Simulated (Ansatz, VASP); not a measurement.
**NaH: VASP beside Ansatz**

The input INCAR:

```
PREC = Accurate
ENCUT = 500
EDIFF = 1E-6
ISMEAR = 0
SIGMA = 0.05
LREAL = False
LASPH = True
NELM = 120
ALGO = Normal
ISIF = 2
LWAVE = False
LCHARG = True
GGA = PS
LELF = True
LVHAR = True
NBANDS = 11
GGA_COMPAT = False
```

Contents of KPOINTS:

```
Automatic mesh
0
Gamma
  10 10 10
```

Contents of POSCAR:

```
NaH
1.0
    2.9551240000      0.0000000000      0.0000000000
    0.0000000000      2.9551240000      0.0000000000
    0.0000000000      0.0000000000      2.9551240000
Na H
1 1
Direct
   -0.0717844782     -0.0717844782     -0.1015185826
    0.5000000000      0.5000000000      0.5000000000
```

Input for Ansatz:

```yaml
crystal:
  lattice:
    - [2.955124, 0.0, 0.0]
    - [0.0, 2.955124, 0.0]
    - [0.0, 0.0, 2.955124]
  atoms:
    - { symbol: Na, position: [-0.0717844782, -0.0717844782, -0.1015185826] }
    - { symbol: H, position: [0.5, 0.5, 0.5] }
basis:
  ecutwfc: 420
kpoints:
  mp_grid: { grid: [10, 10, 10] }
hamiltonian:
  xc: pbesol
scf:
  occupations: { method: gaussian, width: 0.05 }
output:
  forces: true
  stress: true
  eigenvalues: true
```

Alike in both runs: task single point; functional PBEsol; k mesh 10 × 10 × 10; occupations gaussian, width 0.05 eV; no spin polarisation.

```csv
,VASP,Ansatz
version,VASP 6.6.1,Ansatz 0.2.0
potentials or method,"VASP PAW PBE potentials, release 64 (Na_pv, H), cutoff 500 eV","scalar-relativistic, plane waves, PAW"
valence electrons in the cell,8,10
```

```tsv
	VASP	Ansatz	Ansatz less VASP
gap on the k mesh at the Fermi level (eV)	0.94	0.94	+0.002
least direct gap on the mesh (eV)	4.28	4.28	+0.003
pressure (GPa)	1.2	1.2	+0.06
traceless stress, the component that is largest in VASP (GPa)	1.31	1.30	-0.013
rms of the force components (eV/Å)	0.195	0.191	-0.0032
```

VASP's potentials were made for PBE, not for PBEsol. Atom by atom the forces differ by 0.003 eV/Å (rms over components). VASP's potentials hold 8 valence electrons a cell and Ansatz's 10, so a difference there can come from the potentials and not from the codes.
